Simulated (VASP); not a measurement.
Write the native input for VASP 6.6.1 that does the following.

| Property | Result |
| --- | --- |
| Task | single point |
| Functional | PBEsol |
| Potentials or basis | VASP PAW PBE potentials, release 64 (Pb_d, S) |
| Cutoff | 520 eV |
| k mesh | 10 × 10 × 10 |
| Occupations | gaussian, width 0.01 eV |
| Spin | no spin polarisation |
| Dipole correction | no |
| Further INCAR settings | ALGO = Normal; EDIFF = 1e-06; NBANDS = 17 |

The structure of PbS lies in POSCAR:

```
PbS
1.0
    0.0000000000      2.9518653324      2.9518653324
    2.9518653324      0.0000000000      2.9518653324
    2.9518653324      2.9518653324      0.0000000000
Pb S
1 1
Direct
    0.0000000000      0.0000000000      0.0000000000
    0.5000000000      0.5000000000      0.5000000000
```

These files were run (other wordings do the same):

INCAR

```
PREC     = Accurate       # precision mode
ENCUT    = 520            # plane-wave cutoff, eV
EDIFF    = 1E-6           # SCF threshold, eV
ISMEAR   = 0              # smearing method
SIGMA    = 0.01           # smearing width, eV
LREAL    = False          # projectors in reciprocal space
LASPH    = True           # aspherical terms in the spheres
NELM     = 60             # most SCF steps
ALGO     = Normal         # electronic algorithm
ISIF     = 2              # what is computed and relaxed
LWAVE    = False          # write WAVECAR
LCHARG   = False          # write CHGCAR
GGA      = PS             # functional
NBANDS   = 17             # bands
```

KPOINTS

```
regular mesh
0
Gamma
  10 10 10
```

Potentials or basis: VASP PAW PBE potentials, release 64 (Pb_d, S).

Launch:

```sh
$ cat potpaw_PBE.64/Pb_d/POTCAR potpaw_PBE.64/S/POTCAR > POTCAR
$ mpirun -np 1 vasp_std > vasp.out
```

It gave:

```yaml
Pressure: -0.1 GPa
Band_gap_on_the_k_mesh: 0.20 eV
```

Caveat: the PAW data sets were made with another functional, which shifts forces and pressure a little; spin-orbit coupling is left out, which moves the levels of the heavy elements.

It took 44 s on 1 thread of AMD EPYC 7R43 64-Core Processor (Zen 3), on a shared host, peak memory 0.16 GiB.
